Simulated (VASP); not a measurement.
Crystal: As.

```xyz
2
Lattice="1.8121 1.0462 5.1306 -1.8121 1.0462 5.1306 0.0000 -2.0924 5.1306" Properties=species:S:1:pos:R:3 pbc="T T T"
As    0.0000    0.0000   12.1374
As    0.0000    0.0000    3.2545
```

| Property | Result |
| --- | --- |
| Program | VASP 6.6.1 |
| Task | relaxation of shape and atoms at fixed volume |
| Functional | r2SCAN |
| Potentials or basis | VASP PAW PBE potentials, release 64 (As) |
| Cutoff | 600 eV |
| k mesh | 9 × 9 × 9 |
| Occupations | gaussian, width 0.02 eV |
| Spin | no spin polarisation |

At the start: pressure -1.4 GPa; volume 29.18 Å³/atom.

Question: How do energy, volume and symmetry change on relaxing?

Answer: Over 5 steps the energy falls by 3.1 meV/atom; space group R-3m (No. 166, to 0.1 Å) before and after.

Step by step:
```csv
step,energy change (eV),largest force (eV/Å),pressure (GPa),volume (Å³)
1,0.0000,0.2266,-1.40,58.36
2,-0.0032,0.0217,-0.76,58.36
3,-0.0033,0.0589,-0.67,58.36
4,-0.0055,0.0323,-0.40,58.36
5,-0.0062,0.0042,-0.13,58.36
```

Final structure:
```cif
data_structure
_symmetry_space_group_name_H-M 'P 1'
_symmetry_Int_Tables_number 1
_cell_length_a 5.6301
_cell_length_b 5.6301
_cell_length_c 5.6301
_cell_angle_alpha 37.159
_cell_angle_beta 37.159
_cell_angle_gamma 37.159
_cell_volume 58.36
loop_
_atom_site_label
_atom_site_type_symbol
_atom_site_fract_x
_atom_site_fract_y
_atom_site_fract_z
_atom_site_occupancy
As1 As 0.78971 0.78971 0.78971 1
As2 As 0.21029 0.21029 0.21029 1
```

Caveat: the PAW data sets were made with another functional, which shifts forces and pressure a little.
